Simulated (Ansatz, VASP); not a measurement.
**Ag: VASP beside Ansatz**

INCAR

```
  PREC = Accurate
  ENCUT = 520
  EDIFF = 1E-6
  ISMEAR = -1
  SIGMA = 0.1
  LREAL = F
  LASPH = T
  NELM = 80
  ALGO = Normal
  ISIF = 2
  LWAVE = F
  LCHARG = T
  GGA = CA
  LELF = T
  LVHAR = T
  NBANDS = 12
```

The input KPOINTS:

```
regular mesh
0
Gamma
  8 8 8
```

Contents of POSCAR:

```
Ag
1.0
    0.0000000000      1.9996579419      1.9996579419
    1.9996579419      0.0000000000      1.9996579419
    1.9996579419      1.9996579419      0.0000000000
Ag
1
Direct
    0.0000000000      0.0000000000      0.0000000000
```

Input for Ansatz:

```yaml
crystal:
  lattice:
    - [0.0, 1.9996579419, 1.9996579419]
    - [1.9996579419, 0.0, 1.9996579419]
    - [1.9996579419, 1.9996579419, 0.0]
  atoms:
    - { symbol: Ag, position: [0.0, 0.0, 0.0] }
hamiltonian:
  xc: lda
  pseudopotentials:
    kind: paw
    azcp:
      Ag: "pseudopotentials/Ag.paw.azcp"
basis:
  ecutwfc: 420
  fft_grid_basis: typed
kpoints:
  mp_grid: { grid: [8, 8, 8], shift: [0, 0, 0] }
magnetization:
  spin_polarized: false
scf:
  occupations: { method: fermi_dirac, width: 0.1 }
  lower_state_search: "off"
output:
  stress: true
```

Alike in both runs: task single point; functional LDA; k mesh 8 × 8 × 8; occupations fermi-dirac, width 0.1 eV; no spin polarisation.

|  | VASP | Ansatz |
| --- | --- | --- |
| version | VASP 6.6.1 | Ansatz 0.2.0 |
| potentials or method | VASP PAW LDA potentials, release 64 (Ag), cutoff 520 eV | plane waves (420 eV) with PAW, scalar-relativistic |
| valence electrons in the cell | 11 | 19 |

Ansatz gave:

- pressure (GPa): 0.9

What did VASP give for the same quantities?

Pressure (GPa): 1.1.

Ansatz warns that its potentials were made for another functional, while VASP's fit it. LDA's correlation is that of Perdew and Zunger in VASP and of Perdew and Wang (1992) in Ansatz. VASP's potentials hold 11 valence electrons a cell and Ansatz's 19, so a difference there can come from the potentials and not from the codes.
